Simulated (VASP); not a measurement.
# Al2Ru (Fddd) in VASP: further runs

The runs below take Al2Ru through single point, with LDA.

Program: VASP 6.6.1. These are calculated values, not measurements. Logs are shortened: lines on timing, memory, paths and dates and some standing lists are left out, and cuts for length are marked.

### 1 The cell of the first run

The structure is orthorhombic, space group Fddd (No. 70). The conventional cell has a = 4.540 Å, b = 7.942 Å, c = 8.731 Å, α = 90.00°, β = 90.00°, γ = 90.00°. Al (site symmetry 2) has 5 Ru at 2.54 to 2.65 Å and 9 Al at 2.57 to 3.16 Å within 3.4 Å. Within 3.4 Å of Ru (site symmetry 222) lie 10 Al at 2.54 to 2.65 Å and 4 Ru at 3.16 Å.

### 2 Single point, LDA (13.12 Å³/atom)

INCAR

```
SYSTEM = Al2Ru
PREC = Accurate
ENCUT = 520
EDIFF = 1E-6
ISMEAR = 0
SIGMA = 0.03
LREAL = .FALSE.
LASPH = .TRUE.
NELM = 60
ALGO = Fast
ISIF = 2
LWAVE = .FALSE.
LCHARG = .TRUE.
GGA = CA
LELF = .TRUE.
LVHAR = .TRUE.
NBANDS = 29
```

KPOINTS

```
Automatic mesh
0
G
  10 10 10
  0 0 0
```

POSCAR

```
Al2Ru
1.0
    0.0000000000      3.9710411648      4.3656650708
    2.2702160182      0.0000000000      4.3656650708
    2.2702160182      3.9710411648      0.0000000000
Al Ru
4 2
Direct
    0.0788992938      0.4211007062      0.0788992938
    0.4211007062      0.0788992938      0.4211007062
    0.1711007062      0.8288992938      0.1711007062
    0.8288992938      0.1711007062      0.8288992938
    0.7500000000      0.7500000000      0.7500000000
    0.5000000000      0.5000000000      0.5000000000
```

Potentials or basis: VASP PAW LDA potentials, release 64 (Al, Ru_pv).

Run with:

```
> cat potpaw_LDA.64/Al/POTCAR potpaw_LDA.64/Ru_pv/POTCAR > POTCAR
> mpirun -np 1 vasp_std > vasp.out
```

OUTCAR:

```text
SYSTEM = Al2Ru
   PREC = Accurate
   ENCUT = 520
   EDIFF = 1E-6
   ISMEAR = 0
   LREAL = .FALSE.
   LASPH = .TRUE.
   NELM = 60
   ISIF = 2
   GGA = CA

 ion  position               nearest neighbor table
   1  0.079  0.421  0.079-   6 2.54   6 2.54   3 2.57   3 2.57   2 2.59   2 2.59   5 2.61   5 2.65
                             5 2.65   2 2.72   4 3.16   4 3.16   4 3.16   4 3.16
   2  0.421  0.079  0.421-   6 2.54   6 2.54   4 2.57   4 2.57   1 2.59   1 2.59   5 2.61   5 2.65
                             5 2.65   1 2.72   3 3.16   3 3.16   3 3.16   3 3.16
   3  0.171  0.829  0.171-   5 2.54   5 2.54   1 2.57   1 2.57   4 2.59   4 2.59   6 2.61   6 2.65
                             6 2.65   4 2.72   2 3.16   2 3.16   2 3.16   2 3.16
   4  0.829  0.171  0.829-   5 2.54   5 2.54   2 2.57   2 2.57   3 2.59   3 2.59   6 2.61   6 2.65
                             6 2.65   3 2.72   1 3.16   1 3.16   1 3.16   1 3.16
   5  0.750  0.750  0.750-   4 2.54   3 2.54   4 2.54   3 2.54   1 2.61   2 2.61   2 2.65   2 2.65
                             1 2.65   1 2.65   6 3.16   6 3.16   6 3.16   6 3.16
   6  0.500  0.500  0.500-   1 2.54   2 2.54   1 2.54   2 2.54   3 2.61   4 2.61   3 2.65   3 2.65
                             4 2.65   4 2.65   5 3.16   5 3.16   5 3.16   5 3.16

  LATTYP: Found a face centered orthorhombic cell.
 ALAT       =     4.5404320364
 B/A-ratio  =     1.7491908845
 C/A-ratio  =     1.9230174731

  Lattice vectors:

 A1 = (   0.0000000000,   3.9710411648,   4.3656650708)
 A2 = (   2.2702160182,   0.0000000000,   4.3656650708)
 A3 = (   2.2702160182,   3.9710411648,   0.0000000000)

Analysis of symmetry for initial positions (statically):
=====================================================================
 Subroutine PRICEL returns:
 Original cell was already a primitive cell.

 Routine SETGRP: Setting up the symmetry group for a
 face centered orthorhombic supercell.

 Subroutine GETGRP returns: Found  8 space group operations
 (whereof  4 operations were pure point group operations)
 out of a pool of  8 trial point group operations.

The static configuration has the point symmetry D_2 .
 The point group associated with its full space group is D_2h.

Analysis of symmetry for dynamics (positions and initial velocities):
=====================================================================
 Subroutine PRICEL returns:
 Original cell was already a primitive cell.

 Routine SETGRP: Setting up the symmetry group for a
 face centered orthorhombic supercell.

 Subroutine GETGRP returns: Found  8 space group operations
 (whereof  4 operations were pure point group operations)
 out of a pool of  8 trial point group operations.

The dynamic configuration has the point symmetry D_2 .
 The point group associated with its full space group is D_2h.

 Subroutine INISYM returns: Found  8 space group operations
 (whereof  4 operations are pure point group operations),
 and found     1 'primitive' translations

----------------------------------------------------------------------------------------

                                     Primitive cell

  volume of cell :      78.7140

  direct lattice vectors                    reciprocal lattice vectors
     0.000000000  3.971041165  4.365665071    -0.220243358  0.125911563  0.114530087
     2.270216018  0.000000000  4.365665071     0.220243358 -0.125911563  0.114530087
     2.270216018  3.971041165  0.000000000     0.220243358  0.125911563 -0.114530087

  length of vectors
     5.901542124  4.920661773  4.574171914     0.278348701  0.278348701  0.278348701

  position of ions in fractional coordinates (direct lattice)
     0.078899294  0.421100706  0.078899294
     0.421100706  0.078899294  0.421100706
     0.171100706  0.828899294  0.171100706
     0.828899294  0.171100706  0.828899294
     0.750000000  0.750000000  0.750000000
     0.500000000  0.500000000  0.500000000

  ion indices of the primitive-cell ions
   primitive index   ion index
                 1           1
                 2           2
                 3           3
                 4           4
                 5           5
                 6           6

----------------------------------------------------------------------------------------

 KPOINTS: Automatic mesh

Automatic generation of k-mesh.
 Grid dimensions read from file:
 generate k-points for:   10   10   10

 Generating k-lattice:

  Cartesian coordinates                     Fractional coordinates (reciprocal lattice)
    -0.022024336  0.012591156  0.011453009     0.100000000 -0.000000000 -0.000000000
     0.022024336 -0.012591156  0.011453009     0.000000000  0.100000000  0.000000000
     0.022024336  0.012591156 -0.011453009    -0.000000000  0.000000000  0.100000000

  Length of vectors
     0.027834870  0.027834870  0.027834870

  Shift w.r.t. Gamma in fractional coordinates (k-lattice)
     0.000000000  0.000000000  0.000000000

 Subroutine IBZKPT returns following result:
 ===========================================

 Found    171 irreducible k-points:

 Following reciprocal coordinates:
            Coordinates               Weight
  0.000000  0.000000  0.000000      1.000000
  0.100000  0.000000  0.000000      8.000000
  0.200000  0.000000  0.000000      8.000000
  0.300000  0.000000  0.000000      8.000000
  0.400000  0.000000  0.000000      8.000000
  0.500000  0.000000  0.000000      4.000000
[... 16 lines left out ...]
  0.300000  0.300000  0.000000      2.000000
  0.400000  0.300000  0.000000      8.000000
 [... further k-points ...]
   k-points           NKPTS =    171   k-points in BZ     NKDIM =    171   number of bands    NBANDS=     29
   number of dos      NEDOS =    301   number of ions     NIONS =      6
   total plane-waves  NPLWV =  69120
   dimension x,y,z NGX =    48 NGY =   40 NGZ =   36
   dimension x,y,z NGXF=    96 NGYF=   80 NGZF=   72
   ions per type =               4   2
   NGX,Y,Z   is equivalent  to a cutoff of  13.52, 13.51, 13.08 a.u.
   NGXF,Y,Z  is equivalent  to a cutoff of  27.04, 27.03, 26.17 a.u.
 SYSTEM =  Al2Ru
   PREC   = accura    normal or accurate (medium, high low for compatibility)
   ISTART =      0    job   : 0-new  1-cont  2-samecut
   ICHARG =      2    charge: 1-file 2-atom 10-const
   ISPIN  =      1    spin polarized calculation?
   LNONCOLLINEAR =      F non collinear calculations
   LSORBIT =      F    spin-orbit coupling
   LASPH  =      T    aspherical Exc in radial PAW
   ENCUT  =  520.0 eV  38.22 Ry    6.18 a.u.  10.97  9.15  8.50*2*pi/ulx,y,z
   NELM   =     60;   NELMIN=  2; NELMDL= -5     # of ELM steps
   EDIFF  = 0.1E-05   stopping-criterion for ELM
   LREAL  =      F    real-space projection
[... 7 lines left out ...]
   TEBEG  =    0.0;   TEEND  =   0.0 temperature during run
   PSTRESS=    0.0 pullay stress
   NELECT =      40.0000    total number of electrons
   NUPDOWN=      -1.0000    fix difference up-down
   EMIN   =  10.00;   EMAX   =-10.00  energy-range for DOS
   EFERMI =   0.00;   METHOD = LEGACY
   ISMEAR =     0;   SIGMA  =   0.03  broadening in eV -4-tet -1-fermi 0-gaus
   EFERMI_NEDOS =   21; number of points for ismear=-14 and -15
   IALGO  =     68    algorithm
   IMIX   =      4    mixing-type and parameters
     AMIX     =   0.40;   BMIX     =  1.00
     AMIX_MAG =   1.60;   BMIX_MAG =  1.00
  volume/ion in A,a.u.               =      13.12        88.53
  Fermi-wavevector in a.u.,A,eV,Ry     =   1.306404  2.468746 23.220946  1.706691
  Thomas-Fermi vector in A             =   2.437208
   LORBIT       =      0    0 simple, 1 ext, 2 COOP (PROOUT), +10 PAW based schemes
   GGA     = CA    functional components
   LHFCALC =     F    Hartree Fock is set to
   AEXX    =    0.0000 exact exchange contribution
   IVDW    =     0    specifies the selected vdW correction
   LEPSILON=     F    determine dielectric tensor
   LRPA    =     F    only Hartree local field effects (RPA)
 non-spin polarized calculation
 RMM-DIIS sequential band-by-band and
 Gauss-broadening in eV      SIGMA  =   0.03
  energy-cutoff  :      520.00
  volume of cell :       78.71
 maximum number of plane-waves:      2168
 NGX is ok and might be reduce to    48
   NGX = 21   NGY = 19   NGZ = 17

 number of electron      40.0000001 magnetization

 Free energy of the ion-electron system (eV)
  ---------------------------------------------------
  ext. energy  EPLUGINS =         0.00000000
  ---------------------------------------------------
  free energy    TOTEN  =       -42.32914831 eV

  energy without entropy =      -42.32910756  energy(sigma->0) =      -42.32912793

 E-fermi :  11.2038     XC(G=0): -12.3255

 val. band max:       11.1507728883   @ k =   0.1000   0.1000   0.0000
 cond. band min:      11.2046331030   @ k =   0.0000   0.3000   0.3000
 fundamental gap:      0.0538602146
 Fermi energy:        11.2037941572

 k-point     1 :       0.0000    0.0000    0.0000
  band No.  band energies     occupation
      1     -31.4805      2.00000
      2     -31.3898      2.00000
      3     -31.3815      2.00000
      4     -31.3273      2.00000
      5     -31.3159      2.00000
      6     -31.3117      2.00000
[... 21 lines left out ...]
     28      15.3433      0.00000
     29      16.0165      0.00000

 k-point     2 :       0.1000    0.0000    0.0000
  band No.  band energies     occupation
      1     -31.4793      2.00000
      2     -31.3948      2.00000
      3     -31.3777      2.00000
      4     -31.3279      2.00000
      5     -31.3160      2.00000
      6     -31.3114      2.00000
[... 21 lines left out ...]
     28      15.9958      0.00000
     29      16.2784      0.00000

 k-point     3 :       0.2000    0.0000    0.0000
  band No.  band energies     occupation
      1     -31.4761      2.00000
      2     -31.4031      2.00000
      3     -31.3732      2.00000
      4     -31.3291      2.00000
      5     -31.3167      2.00000
      6     -31.3109      2.00000
[... 638 lines left out ...]
      5     -31.3103      2.00000
      6     -31.3034      2.00000
[... 21 lines left out ...]
     28      16.1290      0.00000
     29      16.9042      0.00000

 k-point    24 :       0.4000    0.3000    0.0000
  band No.  band energies     occupation
      1     -31.4553      2.00000
      2     -31.4124      2.00000
      3     -31.3770      2.00000
      4     -31.3531      2.00000
      5     -31.3091      2.00000
      6     -31.3035      2.00000
[... 21 lines left out ...]
     28      16.2042      0.00000
     29      17.2792      0.00000

 [... further k-points ...]

------------------------ aborting loop because EDIFF is reached ----------------------------------------

  FORCE on cell =-STRESS in cart. coord.  units (eV):
  Direction    XX          YY          ZZ          XY          YZ          ZX
  --------------------------------------------------------------------------------------
  -------------------------------------------------------------------------------------
  Total        5.4699027      0.6954538      0.9081575      0.0000000      0.0000000      0.0000000
  in kB      111.3366627     14.1555549     18.4850135      0.0000000      0.0000000      0.0000000
  external PRESSURE =      47.9924104 kB  Pullay stress =       0.0000000 kB

 VOLUME and BASIS-vectors are now :
 -----------------------------------------------------------------------------
  energy-cutoff  :      520.00
  volume of cell :       78.71
      direct lattice vectors                 reciprocal lattice vectors
     0.000000000  3.971041165  4.365665071    -0.220243358  0.125911563  0.114530087
     2.270216018  0.000000000  4.365665071     0.220243358 -0.125911563  0.114530087
     2.270216018  3.971041165  0.000000000     0.220243358  0.125911563 -0.114530087

 POSITION                                       TOTAL-FORCE (eV/Angst)
 -----------------------------------------------------------------------------------
      1.13511      0.62662      2.18283        -0.000000      0.157597      0.000000
      1.13511      3.34442      2.18283        -0.000000     -0.157597      0.000000
      2.27022      1.35890      4.36567         0.000000     -0.157597      0.000000
      2.27022      6.58319      4.36567         0.000000      0.157597      0.000000
      3.40532      5.95656      6.54850         0.000000     -0.000000      0.000000
      2.27022      3.97104      4.36567        -0.000000     -0.000000      0.000000
 -----------------------------------------------------------------------------------
    total drift:                               -0.000000     -0.000000     -0.000000

  FREE ENERGIE OF THE ION-ELECTRON SYSTEM (eV)
  ---------------------------------------------------
  free  energy   TOTEN  =       -42.3291483057 eV

  energy  without entropy=      -42.3291075612  energy(sigma->0) =      -42.32912793
```

It took 9.4 min on 1 thread of AMD EPYC 7R43 (Zen 3), shared host; peak memory 0.4 GiB.

Results:

```yaml
Free_energy: -42.3291 eV
Pressure: 4.8 GPa
Largest_force: 0.158 eV/Å
Band_gap_on_the_k_mesh: zero (bands 20 and 21 overlap by 0.10 eV)
```

Forces in eV/Å, atoms in the order of the input:
```
Al   0.000  0.158  0.000
Al   0.000 -0.158  0.000
Al   0.000 -0.158  0.000
Al   0.000  0.158  0.000
Ru   0.000  0.000  0.000
Ru   0.000  0.000  0.000
```

Caveat: the cell stands under pressure.

### 3 Single point, LDA (13.12 Å³/atom)

INCAR

```
ALGO = Fast ; EDIFF = 1E-7
ENCUT = 520 ; ISIF = 2
ISMEAR = 0 ; LASPH = True
LCHARG = True ; LELF = True
LREAL = False ; LVHAR = True
LWAVE = False ; NBANDS = 29
NELM = 100 ; PREC = Accurate
SIGMA = 0.03
```

KPOINTS

```
k-points
0
Gamma
  10 10 10
```

Changes to POSCAR since step 2:

```diff
@@ -2,5 +2,5 @@
 1.0
-    0.0000000000      3.9710411648      4.3656650708
-    2.2702160182      0.0000000000      4.3656650708
-    2.2702160182      3.9710411648      0.0000000000
+    0.0000000000      4.0516962768      4.4543353187
+    2.1807315016      0.0000000000      4.4543353187
+    2.1807315016      4.0516962768      0.0000000000
 Al Ru
```

Potentials or basis: VASP PAW LDA potentials, release 64 (Al, Ru_pv).

Run with:

```
> cat potpaw_LDA.64/Al/POTCAR potpaw_LDA.64/Ru_pv/POTCAR > POTCAR
> mpirun -np 1 vasp_std > vasp.out
```

It took 11 min on 1 thread of AMD EPYC 7R43 (Zen 3), shared host; peak memory 0.39 GiB.

It converged, with:

```yaml
Free_energy: -41.9589 eV
Pressure: 6.2 GPa
Largest_force: 0.397 eV/Å
Band_gap_on_the_k_mesh: zero (bands 20 and 21 overlap by 0.52 eV)
```

Forces in eV/Å, atoms in the order of the input:
```
Al   0.000  0.397  0.000
Al   0.000 -0.397  0.000
Al   0.000 -0.397  0.000
Al   0.000  0.397  0.000
Ru   0.000  0.000  0.000
Ru   0.000  0.000  0.000
```

Stress tensor (GPa, compression positive):
```
24.76  0.00  0.00
 0.00 -2.41  0.00
 0.00  0.00 -3.72
```

Levels at points of the mesh, in eV from the Fermi level:
```tsv
k point	band 17	band 18	band 19	band 20	band 21	band 22	band 23	band 24
(0.00, 0.00, 0.00)	-1.83	-1.79	-1.48	0.46	1.38	2.57	2.71	2.76
(0.50, 0.00, 0.00)	-2.45	-2.29	-1.35	-1.09	0.20	0.54	1.92	3.24
(0.50, 0.50, 0.00)	-2.09	-2.09	-0.72	-0.72	2.09	2.09	2.53	2.53
(0.50, 0.00, 0.50)	-2.18	-2.18	-1.73	-1.73	1.47	1.47	1.97	1.97
(0.00, 0.50, 0.50)	-2.90	-2.90	-1.42	-1.42	0.40	0.40	4.63	4.63
```

Caveat: the cell stands under pressure.
